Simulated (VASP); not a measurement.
# MnO (P6_3mc) in VASP: notebook, part 2 of 2

VASP 6.6.1. The steps go on from the part before.

## 4. Relaxation of cell and atoms, PBE, collinear spin, ferromagnetic start

File INCAR:

```
ALGO = Normal
EDIFF = 1E-7
EDIFFG = -0.05
ENCUT = 600
GGA = PE
IBRION = 2
ISIF = 3
ISMEAR = 0
ISPIN = 2
LASPH = T
LCHARG = F
LMAXMIX = 4
LORBIT = 11
LREAL = F
LWAVE = F
MAGMOM = 4.22 4.22 0.25 0.25
NELM = 150
NSW = 100
PREC = Accurate
SIGMA = 0.1
```

File KPOINTS:

```
k-points
0
Gamma
  6 6 4
```

File POSCAR:

```
MnO
1.0
    3.3717009293      0.0000000000      0.0000000000
   -1.6858504646      2.9199786587      0.0000000000
    0.0000000000      0.0000000000      5.3855000000
Mn O
2 2
Direct
    0.3333333333      0.6666666667      0.0109600000
    0.6666666667      0.3333333333      0.5109600000
    0.3333333333      0.6666666667      0.3754700000
    0.6666666667      0.3333333333      0.8754700000
```

On the command line:

```console
cat potpaw_PBE.64/Mn_pv/POTCAR potpaw_PBE.64/O/POTCAR > POTCAR
mpirun -np 1 vasp_std > vasp.out
```

It took 7.7 min on 1 thread of Intel Xeon Platinum 8259CL at 2.50GHz (Skylake/Cascade Lake), shared host; peak memory 0.25 GiB.

It converged, with:

- Free energy: -32.8825 eV
- Relaxed volume: 13.88 Å³/atom
- Relaxed cell: a = 3.433 Å, b = 3.433 Å, c = 5.439 Å, α = 90.00°, β = 90.00°, γ = 120.00°
- Space group after relaxing (to 0.05 Å): P6_3mc (No. 186)
- Energy gained by relaxing: 25.7 meV/atom
- Ionic steps: 10
- Pressure after relaxing: -0.2 GPa
- Largest force after relaxing: 0.015 eV/Å
- Band gap on the k mesh: zero (filled and empty bands overlap)
- Net moment: 9.99 μB per cell
- Site moments: Mn +4.43; O +0.19 μB
- Valence electrons inside the program's atomic spheres: Mn 11.37; O 4.99

Forces on the atoms (eV/Å):
```
Mn   0.000  0.000  0.015
Mn   0.000  0.000  0.015
O    0.000  0.000 -0.015
O    0.000  0.000 -0.015
```

Stress tensor (GPa, compression positive):
```
 0.00  0.00  0.00
 0.00  0.00  0.00
 0.00  0.00 -0.50
```

The path:
```csv
step,energy change (eV),largest force (eV/Å),pressure (GPa),volume (Å³)
1,0.0000,0.6524,6.40,53.02
2,-0.0727,0.0309,-3.25,57.17
3,-0.0927,0.1155,-0.53,55.72
4,-0.0927,0.1231,-0.41,55.66
5,-0.0951,0.0758,0.13,55.40
6,-0.0957,0.0338,0.63,55.16
7,-0.0975,0.0174,0.43,55.26
8,-0.1006,0.0284,-0.20,55.56
9,-0.1009,0.0445,-0.44,55.67
10,-0.1029,0.0147,-0.17,55.51
```

Final structure:
```xyz
4
Lattice="3.4326 0.0000 0.0000 -1.7163 2.9728 0.0000 0.0000 0.0000 5.4394" Properties=species:S:1:pos:R:3 pbc="T T T"
Mn    0.0000    1.9818    0.0015
Mn    1.7163    0.9909    2.7212
O     0.0000    1.9818    2.1004
O     1.7163    0.9909    4.8201
```

Levels at points of the mesh, in eV from the Fermi level:
Spin up:
| k point | band 21 | band 22 | band 23 | band 24 | band 25 | band 26 | band 27 |
| --- | --- | --- | --- | --- | --- | --- | --- |
| (0.00, 0.00, 0.00) | -0.68 | -0.68 | -0.32 | 0.07 | 0.07 | 3.66 | 5.40 |
| (0.50, 0.00, 0.00) | -1.89 | -1.87 | -0.90 | -0.90 | 3.94 | 4.36 | 5.88 |
| (0.00, 0.00, 0.50) | -0.33 | -0.33 | -0.33 | -0.33 | 1.18 | 1.18 | 8.25 |
| (0.50, 0.00, 0.50) | -1.31 | -1.31 | -1.20 | -1.20 | 3.87 | 3.87 | 6.11 |
Spin down:
```csv
k point,band 12,band 13,band 14,band 15,band 16,band 17
"(0.00, 0.00, 0.00)",-4.61,-4.61,-4.44,-0.01,1.16,1.16
"(0.50, 0.00, 0.00)",-4.47,-4.46,-4.39,0.42,0.95,1.22
"(0.00, 0.00, 0.50)",-4.67,-4.67,-4.67,1.59,1.59,1.59
"(0.50, 0.00, 0.50)",-4.49,-4.47,-4.47,1.06,1.06,1.69
```

Caveat: semilocal functionals often make such compounds metallic where correlation or magnetic order opens a gap, which also shifts bond lengths; only a ferromagnetic start was run, and an antiferromagnetic order may lie lower in energy; the relaxation stopped at a loose force limit of 0.05 eV/Å, so its end isn't a converged minimum.

## 5. Single point, PBE, collinear spin, ferromagnetic start

This run uses another cell than the first one, of 13.82 Å³/atom, 1.043 times its volume.

File INCAR:

```
SYSTEM = MnO
PREC     = Accurate       ! precision mode
ENCUT    = 520            ! plane-wave cutoff, eV
EDIFF    = 1E-6           ! SCF threshold, eV
ISMEAR   = 0              ! smearing method
SIGMA    = 0.1            ! smearing width, eV
LREAL    = .FALSE.        ! projectors in reciprocal space
LASPH    = .TRUE.         ! aspherical terms in the spheres
NELM     = 150            ! most SCF steps
ALGO     = Normal         ! electronic algorithm
ISIF     = 2              ! what is computed and relaxed
LWAVE    = .FALSE.        ! write WAVECAR
LCHARG   = .FALSE.        ! write CHGCAR
ISPIN    = 2              ! spin polarisation
MAGMOM   = 4.38 4.38 0.24 0.24 ! initial moments
LORBIT   = 11             ! projections on sites
LMAXMIX  = 4              ! l up to which the mixer works
GGA      = PE             ! functional
NBANDS   = 31             ! bands
```

File KPOINTS:

```
regular mesh
0
G
  12 12 8
  0 0 0
```

File POSCAR:

```
MnO
1.0
    3.4335188164      0.0000000000      0.0000000000
   -1.7167594082      2.9735145194      0.0000000000
    0.0000000000      0.0000000000      5.4147279897
Mn O
2 2
Direct
    0.3333333333      0.6666666667     -0.0000634139
    0.6666666667      0.3333333333      0.4999365861
    0.3333333333      0.6666666667      0.3864934139
    0.6666666667      0.3333333333      0.8864934139
```

On the command line:

```console
cat potpaw_PBE.64/Mn_pv/POTCAR potpaw_PBE.64/O/POTCAR > POTCAR
mpirun -np 1 vasp_std > vasp.out
```

Wall time 4.2 min (1 thread of Intel Xeon Platinum 8259CL at 2.50GHz (Skylake/Cascade Lake), shared host); peak memory 0.35 GiB.

It converged, with:

```
Free energy                                           : -32.8839 eV
Pressure                                              : 0.4 GPa
Band gap on the k mesh                                : zero (filled and empty bands overlap)
Net moment                                            : 10.00 μB per cell
Site moments                                          : Mn +4.43; O +0.19 μB
Valence electrons inside the program's atomic spheres : Mn 11.38; O 5.00
```

Stress tensor (GPa, compression positive):
```
0.43 0.00 0.00
0.00 0.43 0.00
0.00 0.00 0.33
```

Levels at points of the mesh, in eV from the Fermi level:
Spin up:
| k point | band 22 | band 23 | band 24 | band 25 | band 26 | band 27 |
| --- | --- | --- | --- | --- | --- | --- |
| (0.00, 0.00, 0.00) | -0.70 | -0.35 | 0.05 | 0.05 | 3.64 | 5.42 |
| (0.50, 0.00, 0.00) | -1.90 | -0.93 | -0.92 | 3.92 | 4.33 | 5.88 |
| (0.00, 0.00, 0.50) | -0.35 | -0.35 | -0.35 | 1.17 | 1.17 | 8.28 |
| (0.50, 0.00, 0.50) | -1.34 | -1.21 | -1.21 | 3.85 | 3.85 | 6.10 |
Spin down:
```csv
k point,band 11,band 12,band 13,band 14,band 15,band 16,band 17,band 18
"(0.00, 0.00, 0.00)",-4.74,-4.67,-4.67,-4.47,-0.03,1.12,1.12,1.60
"(0.50, 0.00, 0.00)",-4.96,-4.52,-4.50,-4.43,0.39,0.93,1.19,1.48
"(0.00, 0.00, 0.50)",-4.72,-4.72,-4.72,-4.72,1.56,1.56,1.56,1.56
"(0.50, 0.00, 0.50)",-4.54,-4.54,-4.52,-4.52,1.04,1.04,1.66,1.66
```

Caveat: semilocal functionals often make such compounds metallic where correlation or magnetic order opens a gap, which also shifts bond lengths; only a ferromagnetic start was run, and an antiferromagnetic order may lie lower in energy.

## 6. Overview

```csv
task,cell,k mesh,cutoff (eV),gap on the mesh (eV),pressure (GPa),moment (μB),largest force (eV/Å)
single point,"a = 3.372, b = 3.372, c = 5.386 Å, angles 90.0, 90.0, 120.0°, 4 atoms",6 × 6 × 4,520,none,6.5,9.99,0.65
single point,"a = 3.435, b = 3.435, c = 5.393 Å, angles 90.0, 90.0, 120.0°, 4 atoms",6 × 6 × 4,520,none,0.7,9.99,0.01
relaxation of cell and atoms,"relaxed from a = 3.372, b = 3.372, c = 5.386 Å, angles 90.0, 90.0, 120.0°, 4 atoms",6 × 6 × 4,600,none,-0.2,9.99,0.01
single point,"a = 3.434, b = 3.434, c = 5.415 Å, angles 90.0, 90.0, 120.0°, 4 atoms",12 × 12 × 8,520,none,0.4,10.00,-
```

Alike in all rows: level PBE; potentials or basis VASP PAW PBE potentials, release 64 (Mn_pv, O); spin collinear, ferromagnetic start; smearing gaussian 0.1 eV.

Caveats: semilocal functionals often make such compounds metallic where correlation or magnetic order opens a gap, which also shifts bond lengths; only a ferromagnetic start was run, and an antiferromagnetic order may lie lower in energy; the relaxation stopped at a loose force limit of 0.05 eV/Å, so its end isn't a converged minimum (some runs).

Total energies depend on the potentials used, so only differences within one code and one set of settings carry meaning.
